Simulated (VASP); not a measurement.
# FeNi3 (Fm-3m) in VASP: single point with PBEsol

Aim: the single point of FeNi3 with PBEsol.

All numbers are computed with VASP 6.6.1; they aren't measurements. Logs are shortened: lines on timing, memory, paths and dates and some standing lists are left out, and cuts for length are marked.

## Step 1: The cell of the first run

The structure is cubic, space group Fm-3m (No. 225). The conventional cell has a = 5.581 Å, b = 5.581 Å, c = 5.581 Å, α = 90.00°, β = 90.00°, γ = 90.00°. Within 3.2 Å of Fe (site symmetry m-3m) lie 14 Ni at 2.42 to 2.79 Å. Within 3.2 Å of Ni (site symmetry -43m) lie 4 Fe at 2.42 Å and 10 Ni at 2.42 to 2.79 Å. Within 3.2 Å of Ni (site symmetry m-3m) lie 8 Ni at 2.42 Å and 6 Fe at 2.79 Å.

## Step 2: Single point, PBEsol, collinear spin, ferrimagnetic start

INCAR reads:

```
PREC     = Accurate       # precision mode
ENCUT    = 520            # plane-wave cutoff, eV
EDIFF    = 1E-7           # SCF threshold, eV
ISMEAR   = 1              # smearing method
SIGMA    = 0.05           # smearing width, eV
LREAL    = False          # projectors in reciprocal space
LASPH    = True           # aspherical terms in the spheres
NELM     = 150            # most SCF steps
ALGO     = Normal         # electronic algorithm
ISIF     = 2              # what is computed and relaxed
LWAVE    = False          # write WAVECAR
LCHARG   = False          # write CHGCAR
ISPIN    = 2              # spin polarisation
MAGMOM   = 3.5 -1.5 1.5 -1.5 # initial moments
LORBIT   = 11             # projections on sites
LMAXMIX  = 4              # l up to which the mixer works
GGA      = PS             # functional
NBANDS   = 31             # bands
```

KPOINTS reads:

```
regular mesh
0
Gamma
  7 7 7
```

POSCAR reads:

```
FeNi3
1.0
    0.0000000000      2.7903700000      2.7903700000
    2.7903700000      0.0000000000      2.7903700000
    2.7903700000      2.7903700000      0.0000000000
Fe Ni
1 3
Direct
    0.0000000000      0.0000000000      0.0000000000
    0.7500000000      0.7500000000      0.7500000000
    0.2500000000      0.2500000000      0.2500000000
    0.5000000000      0.5000000000      0.5000000000
```

Potentials or basis: VASP PAW PBE potentials, release 64 (Fe, Ni).

Command:

```
> cat potpaw_PBE.64/Fe/POTCAR potpaw_PBE.64/Ni/POTCAR > POTCAR
> mpirun -np 1 vasp_std > vasp.out
```

OUTCAR:

```text
PREC = Accurate
   ENCUT = 520
   EDIFF = 1E-7
   ISMEAR = 1
   LREAL = False
   LASPH = True
   NELM = 150
   ISIF = 2
   ISPIN = 2
   LORBIT = 11
   GGA = PS

 ion  position               nearest neighbor table
   1  0.000  0.000  0.000-   2 2.42   3 2.42   2 2.42   2 2.42   2 2.42   3 2.42   3 2.42   3 2.42
                             4 2.79   4 2.79   4 2.79   4 2.79   4 2.79   4 2.79
   2  0.750  0.750  0.750-   1 2.42   4 2.42   4 2.42   4 2.42   4 2.42   1 2.42   1 2.42   1 2.42
                             3 2.79   3 2.79   3 2.79   3 2.79   3 2.79   3 2.79
   3  0.250  0.250  0.250-   1 2.42   4 2.42   1 2.42   1 2.42   1 2.42   4 2.42   4 2.42   4 2.42
                             2 2.79   2 2.79   2 2.79   2 2.79   2 2.79   2 2.79
   4  0.500  0.500  0.500-   2 2.42   3 2.42   3 2.42   3 2.42   3 2.42   2 2.42   2 2.42   2 2.42
                             1 2.79   1 2.79   1 2.79   1 2.79   1 2.79   1 2.79

  LATTYP: Found a face centered cubic cell.
 ALAT       =     5.5807400000

  Lattice vectors:

 A1 = (   0.0000000000,   2.7903700000,   2.7903700000)
 A2 = (   2.7903700000,   0.0000000000,   2.7903700000)
 A3 = (   2.7903700000,   2.7903700000,   0.0000000000)

Analysis of symmetry for initial positions (statically):
=====================================================================
 Subroutine PRICEL returns:
 Original cell was already a primitive cell.

 Routine SETGRP: Setting up the symmetry group for a
 face centered cubic supercell.

 Subroutine GETGRP returns: Found 48 space group operations
 (whereof 48 operations were pure point group operations)
 out of a pool of 48 trial point group operations.

The static configuration has the point symmetry O_h .

Analysis of symmetry for dynamics (positions and initial velocities):
=====================================================================
 Subroutine PRICEL returns:
 Original cell was already a primitive cell.

 Routine SETGRP: Setting up the symmetry group for a
 face centered cubic supercell.

 Subroutine GETGRP returns: Found 48 space group operations
 (whereof 48 operations were pure point group operations)
 out of a pool of 48 trial point group operations.

The dynamic configuration has the point symmetry O_h .

Analysis of structural, dynamic, and magnetic symmetry:
=====================================================================
 Subroutine PRICEL returns:
 Original cell was already a primitive cell.

 Routine SETGRP: Setting up the symmetry group for a
 face centered cubic supercell.

 Subroutine GETGRP returns: Found 24 space group operations
 (whereof 24 operations were pure point group operations)
 out of a pool of 48 trial point group operations.

The overall configuration has the point symmetry T_d .

 Subroutine INISYM returns: Found 24 space group operations
 (whereof 24 operations are pure point group operations),
 and found     1 'primitive' translations

----------------------------------------------------------------------------------------

                                     Primitive cell

  volume of cell :      43.4526

  direct lattice vectors                    reciprocal lattice vectors
     0.000000000  2.790370000  2.790370000    -0.179187706  0.179187706  0.179187706
     2.790370000  0.000000000  2.790370000     0.179187706 -0.179187706  0.179187706
     2.790370000  2.790370000  0.000000000     0.179187706  0.179187706 -0.179187706

  length of vectors
     3.946179098  3.946179098  3.946179098     0.310362211  0.310362211  0.310362211

  position of ions in fractional coordinates (direct lattice)
     0.000000000  0.000000000  0.000000000
     0.750000000  0.750000000  0.750000000
     0.250000000  0.250000000  0.250000000
     0.500000000  0.500000000  0.500000000

  ion indices of the primitive-cell ions
   primitive index   ion index
                 1           1
                 2           2
                 3           3
                 4           4

----------------------------------------------------------------------------------------

 KPOINTS: regular mesh

Automatic generation of k-mesh.
 Grid dimensions read from file:
 generate k-points for:    7    7    7

 Generating k-lattice:

  Cartesian coordinates                     Fractional coordinates (reciprocal lattice)
    -0.025598244  0.025598244  0.025598244     0.142857143  0.000000000  0.000000000
     0.025598244 -0.025598244  0.025598244     0.000000000  0.142857143  0.000000000
     0.025598244  0.025598244 -0.025598244     0.000000000  0.000000000  0.142857143

  Length of vectors
     0.044337459  0.044337459  0.044337459

  Shift w.r.t. Gamma in fractional coordinates (k-lattice)
     0.000000000  0.000000000  0.000000000

 Subroutine IBZKPT returns following result:
 ===========================================

 Found     20 irreducible k-points:

 Following reciprocal coordinates:
            Coordinates               Weight
  0.000000  0.000000  0.000000      1.000000
  0.142857  0.000000  0.000000      8.000000
  0.285714  0.000000  0.000000      8.000000
  0.428571  0.000000  0.000000      8.000000
  0.142857  0.142857  0.000000      6.000000
  0.285714  0.142857  0.000000     24.000000
[... 12 lines left out ...]
 -0.428571  0.428571  0.142857     24.000000
 -0.285714  0.428571  0.142857     24.000000
   k-points           NKPTS =     20   k-points in BZ     NKDIM =     20   number of bands    NBANDS=     31
   number of dos      NEDOS =    301   number of ions     NIONS =      4
   total plane-waves  NPLWV =  27000
   dimension x,y,z NGX =    30 NGY =   30 NGZ =   30
   dimension x,y,z NGXF=    60 NGYF=   60 NGZF=   60
   ions per type =               1   3
   NGX,Y,Z   is equivalent  to a cutoff of  12.64, 12.64, 12.64 a.u.
   NGXF,Y,Z  is equivalent  to a cutoff of  25.28, 25.28, 25.28 a.u.
 SYSTEM =  unknown system
   PREC   = accura    normal or accurate (medium, high low for compatibility)
   ISTART =      0    job   : 0-new  1-cont  2-samecut
   ICHARG =      2    charge: 1-file 2-atom 10-const
   ISPIN  =      2    spin polarized calculation?
   LNONCOLLINEAR =      F non collinear calculations
   LSORBIT =      F    spin-orbit coupling
   LASPH  =      T    aspherical Exc in radial PAW
   ENCUT  =  520.0 eV  38.22 Ry    6.18 a.u.   7.34  7.34  7.34*2*pi/ulx,y,z
   NELM   =    150;   NELMIN=  2; NELMDL= -5     # of ELM steps
   EDIFF  = 0.1E-06   stopping-criterion for ELM
   LREAL  =      F    real-space projection
   EDIFFG = 0.1E-05   stopping-criterion for IOM
   NSW    =      0    number of steps for IOM
   IBRION =     -1    ionic relax: 0-MD 1-quasi-New 2-CG
   NFREE  =      0    steps in history (QN), initial steepest desc. (CG)
   ISIF   =      2    stress and relaxation
   ISYM   =      2    0-nonsym 1-usesym 2-fastsym
   POTIM  = 0.5000    time-step for ionic-motion
   TEBEG  =    0.0;   TEEND  =   0.0 temperature during run
   PSTRESS=    0.0 pullay stress
   NELECT =      38.0000    total number of electrons
   NUPDOWN=      -1.0000    fix difference up-down
   EMIN   =  10.00;   EMAX   =-10.00  energy-range for DOS
   EFERMI =   0.00;   METHOD = LEGACY
   ISMEAR =     1;   SIGMA  =   0.05  broadening in eV -4-tet -1-fermi 0-gaus
   EFERMI_NEDOS =   21; number of points for ismear=-14 and -15
   IALGO  =     38    algorithm
   IMIX   =      4    mixing-type and parameters
     AMIX     =   0.40;   BMIX     =  1.00
     AMIX_MAG =   1.60;   BMIX_MAG =  1.00
  volume/ion in A,a.u.               =      10.86        73.31
  Fermi-wavevector in a.u.,A,eV,Ry     =   1.565540  2.958442 33.346740  2.450916
  Thomas-Fermi vector in A             =   2.668001
   LORBIT       =     11    0 simple, 1 ext, 2 COOP (PROOUT), +10 PAW based schemes
   GGA     = PS    functional components
   LHFCALC =     F    Hartree Fock is set to
   AEXX    =    0.0000 exact exchange contribution
   IVDW    =     0    specifies the selected vdW correction
   LEPSILON=     F    determine dielectric tensor
   LRPA    =     F    only Hartree local field effects (RPA)
 spin polarized calculation
 Methfessel and Paxton  Order N= 1 SIGMA  =   0.05
  energy-cutoff  :      520.00
  volume of cell :       43.45
 maximum number of plane-waves:      1211
 NGX is ok and might be reduce to    30
   NGX = 15   NGY = 15   NGZ = 15

 number of electron      38.0000020 magnetization       4.3516777

 Free energy of the ion-electron system (eV)
  ---------------------------------------------------
  ext. energy  EPLUGINS =         0.00000000
  ---------------------------------------------------
  free energy    TOTEN  =       -27.18993432 eV

  energy without entropy =      -27.18976090  energy(sigma->0) =      -27.18987651

 E-fermi :   8.5105     XC(G=0): -13.4598

 val. band max:        8.5041966955   @ k =   0.4286   0.2857   0.1429
 cond. band min:       8.5441376613   @ k =  -0.2857   0.4286   0.1429
 fundamental gap:      0.0399409658
 Fermi energy:         8.5105179902

 spin component 1

 k-point     1 :       0.0000    0.0000    0.0000
  band No.  band energies     occupation
      1      -0.5716      1.00000
      2       3.7791      1.00000
      3       3.7791      1.00000
      4       4.8653      1.00000
      5       4.8653      1.00000
      6       4.8653      1.00000
[... 23 lines left out ...]
     30      18.1848      0.00000
     31      18.2139      0.00000

 k-point     2 :       0.1429    0.0000    0.0000
  band No.  band energies     occupation
      1      -0.2531      1.00000
      2       3.8934      1.00000
      3       3.8934      1.00000
      4       4.6716      1.00000
      5       4.8429      1.00000
      6       4.8429      1.00000
[... 604 lines left out ...]
 k-point    20 :      -0.2857    0.4286    0.1429
  band No.  band energies     occupation
      1       3.2597      1.00000
      2       3.6696      1.00000
      3       3.7060      1.00000
      4       4.0583      1.00000
      5       5.0738      1.00000
      6       5.1903      1.00000
[... 23 lines left out ...]
     30      24.5322      0.00000
     31      25.3462      0.00000
 Fermi energy:         8.5105179902

 spin component 2

 k-point     1 :       0.0000    0.0000    0.0000
  band No.  band energies     occupation
      1      -0.4806      1.00000
      2       4.6658      1.00000
      3       4.6658      1.00000
      4       5.7026      1.00000
      5       5.7026      1.00000
      6       5.7026      1.00000
[... 23 lines left out ...]
     30      18.3956      0.00000
     31      18.3956      0.00000

 k-point     2 :       0.1429    0.0000    0.0000
  band No.  band energies     occupation
      1      -0.1615      1.00000
      2       4.7848      1.00000
      3       4.7848      1.00000
      4       5.5227      1.00000
      5       5.7065      1.00000
      6       5.7065      1.00000
[... 604 lines left out ...]
 k-point    20 :      -0.2857    0.4286    0.1429
  band No.  band energies     occupation
      1       3.6993      1.00000
      2       4.1283      1.00000
      3       4.2588      1.00000
      4       4.5984      1.00000
      5       6.1162      1.00000
      6       6.2762      1.00000
[... 23 lines left out ...]
     30      24.8758      0.00000
     31      25.6893      0.00000

------------------------ aborting loop because EDIFF is reached ----------------------------------------

  FORCE on cell =-STRESS in cart. coord.  units (eV):
  Direction    XX          YY          ZZ          XY          YZ          ZX
  --------------------------------------------------------------------------------------
  -------------------------------------------------------------------------------------
  Total       -0.9582979     -0.9582979     -0.9582979      0.0000000      0.0000000     -0.0000000
  in kB      -35.3342399    -35.3342399    -35.3342399      0.0000000      0.0000000     -0.0000000
  external PRESSURE =     -35.3342399 kB  Pullay stress =       0.0000000 kB

 VOLUME and BASIS-vectors are now :
 -----------------------------------------------------------------------------
  energy-cutoff  :      520.00
  volume of cell :       43.45
      direct lattice vectors                 reciprocal lattice vectors
     0.000000000  2.790370000  2.790370000    -0.179187706  0.179187706  0.179187706
     2.790370000  0.000000000  2.790370000     0.179187706 -0.179187706  0.179187706
     2.790370000  2.790370000  0.000000000     0.179187706  0.179187706 -0.179187706

 POSITION                                       TOTAL-FORCE (eV/Angst)
 -----------------------------------------------------------------------------------
      0.00000      0.00000      0.00000        -0.000000     -0.000000     -0.000000
      4.18555      4.18555      4.18555         0.000000      0.000000      0.000000
      1.39518      1.39518      1.39518         0.000000      0.000000      0.000000
      2.79037      2.79037      2.79037        -0.000000     -0.000000     -0.000000
 -----------------------------------------------------------------------------------
    total drift:                                0.000000      0.000000      0.000000

  FREE ENERGIE OF THE ION-ELECTRON SYSTEM (eV)
  ---------------------------------------------------
  free  energy   TOTEN  =       -27.1899343207 eV

  energy  without entropy=      -27.1897609031  energy(sigma->0) =      -27.18987651

 total charge

# of ion       s       p       d       tot
------------------------------------------
    1        0.479   0.523   6.150   7.151
    2        0.516   0.532   8.337   9.385
    3        0.516   0.532   8.337   9.385
    4        0.498   0.514   8.377   9.389
--------------------------------------------------
tot          2.010   2.100  31.200  35.310

 magnetization (x)

# of ion       s       p       d       tot
------------------------------------------
    1        0.007  -0.003   2.790   2.794
    2       -0.009  -0.034   0.677   0.634
    3       -0.009  -0.034   0.677   0.634
    4       -0.016  -0.033   0.338   0.288
--------------------------------------------------
tot         -0.027  -0.104   4.481   4.350
```

It took 48 s on 1 thread of Intel Xeon 6975P-C (Granite Rapids), shared host; peak memory 0.21 GiB.

Results:

```yaml
Free_energy: -27.1899 eV
Pressure: -3.5 GPa
Net_moment: 4.35 μB per cell
Site_moments: Fe +2.79; Ni +0.63, +0.29 μB
Valence_electrons_inside_the_program's_atomic_spheres: Fe 7.15; Ni 9.38, 9.39
```

Caveat: the PAW data sets were made with another functional, which shifts forces and pressure a little.
